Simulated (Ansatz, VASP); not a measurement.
## Tl in VASP and in Ansatz

```xyz
2
Lattice="3.6484 0.0000 0.0000 -1.8242 3.1596 0.0000 0.0000 0.0000 4.9577" Properties=species:S:1:pos:R:3 pbc="T T T"
Tl    0.0000    2.1064    1.2394
Tl    1.8242    1.0532    3.7183
```

Alike in both runs: task single point; functional PBEsol; k mesh 18 × 18 × 10; occupations gaussian, width 0.15 eV; no spin polarisation.

|  | VASP | Ansatz |
| --- | --- | --- |
| version | VASP 6.6.1 | Ansatz 0.2.0 |
| potentials or method | VASP PAW PBE potentials, release 64 (Tl_d), cutoff 520 eV | scalar-relativistic, plane waves, PAW |
| valence electrons in the cell | 26 | 26 |

Ansatz gave:

```
gap on the k mesh at the Fermi level (eV)                     : none
pressure (GPa)                                                : 0.9
traceless stress, the component that is largest in VASP (GPa) : 1.67
```

Problem. What did VASP give for the same quantities?

Solution. gap on the k mesh at the Fermi level (eV): none; pressure (GPa): 0.8; traceless stress, the component that is largest in VASP (GPa): 1.67.

VASP's potentials were made for PBE, not for PBEsol. A gap of «none» marks a metal or a gap that the smearing closes.

Spin-orbit coupling is off throughout.
